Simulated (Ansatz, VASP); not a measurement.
**One calculation of ZnSe, two programs**

File INCAR:

```
SYSTEM = ZnSe
  PREC = Accurate
  ENCUT = 520
  EDIFF = 1E-7
  ISMEAR = 0
  SIGMA = 0.01
  LREAL = .FALSE.
  LASPH = .TRUE.
  NELM = 100
  ALGO = Normal
  ISIF = 2
  LWAVE = .FALSE.
  LCHARG = .FALSE.
  GGA = CA
  NBANDS = 16
```

Contents of KPOINTS:

```
regular mesh
0
G
  8 8 8
  0 0 0
```

Contents of POSCAR:

```
ZnSe
1.0
    2.8110927125      2.8110927125      0.0000000000
   -2.8110927125      2.8110927125      0.0000000000
    0.0000000000      2.8110927125      2.8110927125
Zn Se
1 1
Direct
    0.0000000000      0.0000000000      0.0000000000
    0.7500000000      0.2500000000      0.5000000000
```

Input for Ansatz:

```yaml
crystal:
  lattice:
    - [2.81109271252, 2.81109271252, 0.0]
    - [-2.81109271252, 2.81109271252, 0.0]
    - [0.0, 2.81109271252, 2.81109271252]
  atoms:
    - { symbol: Zn, position: [0.0, 0.0, 0.0] }
    - { symbol: Se, position: [0.75, 0.25, 0.5] }
kpoints:
  mp_grid: { grid: [8, 8, 8] }
scf:
  occupations: { method: fixed }
  convergence: { dr2_threshold: 1.0e-10 }
hamiltonian:
  xc: lda
  pseudopotentials: { kind: all_electron, lapw: { basis_error: 0.0005 } }
output:
  forces: true
  stress: true
  eigenstates:
    kpoints:
      - [0.0, 0.0, 0.0]
      - [-0.5, -0.5, -0.5]
      - [-0.5, 0.5, 0.0]
      - [0.0, 0.0, -0.5]
      - [0.0, -0.5, -0.5]
      - [0.0, 0.5, 0.0]
      - [-0.5, 0.0, 0.0]
      - [-0.5, 0.0, -0.5]
  eigenvalues: true
```

Alike in both runs: task single point; functional LDA; k mesh 8 × 8 × 8; no spin polarisation.

```csv
,VASP,Ansatz
version,VASP 6.6.1,Ansatz 0.2.0
potentials or method,"VASP PAW LDA potentials, release 64 (Zn, Se), cutoff 520 eV","all-electron LAPW, scalar-relativistic"
occupations,"gaussian, width 0.01 eV",fixed
```

VASP gave:

| Item | Value |
| --- | --- |
| gap on the k mesh at the Fermi level (eV) | 1.17 |
| pressure (GPa) | -1.6 |

Task: Which values does Ansatz return?

Result: gap on the k mesh at the Fermi level (eV): 1.13; pressure (GPa): -1.9.

LDA's correlation is that of Perdew and Zunger in VASP and of Perdew and Wang (1992) in Ansatz. Ansatz ran all-electron here, and VASP with PAW potentials.
